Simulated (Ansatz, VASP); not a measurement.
# One calculation of Ag, two programs

```xyz
4
Lattice="2.9183 0.0000 0.0000 -1.4592 2.5274 0.0000 0.0000 0.0000 9.6303" Properties=species:S:1:pos:R:3 pbc="T T T"
Ag    0.0000    1.6849    2.4076
Ag    1.4592    0.8425    7.2228
Ag   -1.4592    2.5274    9.6303
Ag   -1.4592    2.5274    4.8152
```

Alike in both runs: task single point; functional BLYP; k mesh 14 × 14 × 4; occupations fermi-dirac, width 0.1 eV; no spin polarisation.

|  | VASP | Ansatz |
| --- | --- | --- |
| version | VASP 6.6.1 | Ansatz 0.2.0 |
| potentials or method | VASP PAW PBE potentials, release 64 (Ag), cutoff 520 eV | plane waves (420 eV) with PAW, scalar-relativistic |
| valence electrons in the cell | 44 | 76 |

Ansatz gave:

| Quantity | Value |
| --- | --- |
| pressure (GPa) | 7.4 |
| traceless stress, the component that is largest in VASP (GPa) | -0.76 |

Task: Estimate VASP's values.

Result: Pressure (GPa): 7.6; traceless stress, the component that is largest in VASP (GPa): -0.77.

VASP's potentials were made for PBE, not for BLYP. VASP's potentials hold 44 valence electrons a cell and Ansatz's 76, so a difference there can come from the potentials and not from the codes.
